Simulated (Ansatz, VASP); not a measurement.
# BN: VASP beside Ansatz

```
B N
1.0
     0.00000    1.75792    1.75792
     1.75792    0.00000    1.75792
     1.83044    1.83044   -0.07252
B N
1 1
Direct
  0.98408 0.98408 0.04777
  0.76592 0.76592 0.70223
```

Alike in both runs: task single point; functional PBEsol; k mesh 12 × 12 × 12; occupations gaussian, width 0.02 eV; no spin polarisation.

|  | VASP | Ansatz |
| --- | --- | --- |
| version | VASP 6.6.1 | Ansatz 0.2.0 |
| potentials or method | VASP PAW PBE potentials, release 64 (B, N), cutoff 520 eV | scalar-relativistic, plane waves, PAW |
| valence electrons in the cell | 8 | 8 |

Ansatz gave:

| Property | Result |
| --- | --- |
| gap on the k mesh at the Fermi level (eV) | 2.39 |
| least direct gap on the mesh (eV) | 7.46 |
| pressure (GPa) | 13.9 |
| traceless stress, the component that is largest in VASP (GPa) | -12.19 |
| rms of the force components (eV/Å) | 3.592 |

**Question.** Estimate VASP's values.

**Answer.** gap on the k mesh at the Fermi level (eV): 2.38; least direct gap on the mesh (eV): 7.45; pressure (GPa): 14.4; traceless stress, the component that is largest in VASP (GPa): -12.01; rms of the force components (eV/Å): 3.601.

VASP's potentials were made for PBE, not for PBEsol. Atom by atom the forces differ by 0.009 eV/Å (rms over components).
